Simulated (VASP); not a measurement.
A run of VASP 6.6.1:

File INCAR:

```
SYSTEM = TaN
PREC = Accurate
ENCUT = 520
EDIFF = 1E-6
ISMEAR = -1
SIGMA = 0.05
LREAL = .False.
LASPH = .True.
NELM = 60
ALGO = Normal
ISIF = 2
LWAVE = .False.
LCHARG = .False.
GGA = PE
IVDW = 12
NBANDS = 15
```

Contents of KPOINTS:

```
Automatic mesh
0
Gamma
  10 10 10
  0 0 0
```

Contents of POSCAR:

```
TaN
1.0
    0.0000000000      2.1924698631      2.1924698631
    2.1924698631      0.0000000000      2.1924698631
    2.1924698631      2.1924698631      0.0000000000
Ta N
1 1
Direct
    0.5000000000      0.5000000000      0.5000000000
    0.0000000000      0.0000000000      0.0000000000
```

Potentials or basis: VASP PAW PBE potentials, release 64 (Ta_pv, N).

The run is started by

```bash
$ cat potpaw_PBE.64/Ta_pv/POTCAR potpaw_PBE.64/N/POTCAR > POTCAR
$ mpirun -np 1 vasp_std > vasp.out
```

Hardware: 1 thread of Intel Xeon 8259CL, on a shared host.

Question: How long does it take, and how much memory?

Answer: Wall time 15 s on 1 thread of Intel Xeon 8259CL, with other jobs on the host, peak memory 0.16 GiB. Counts: scf iterations 12, k points 47.
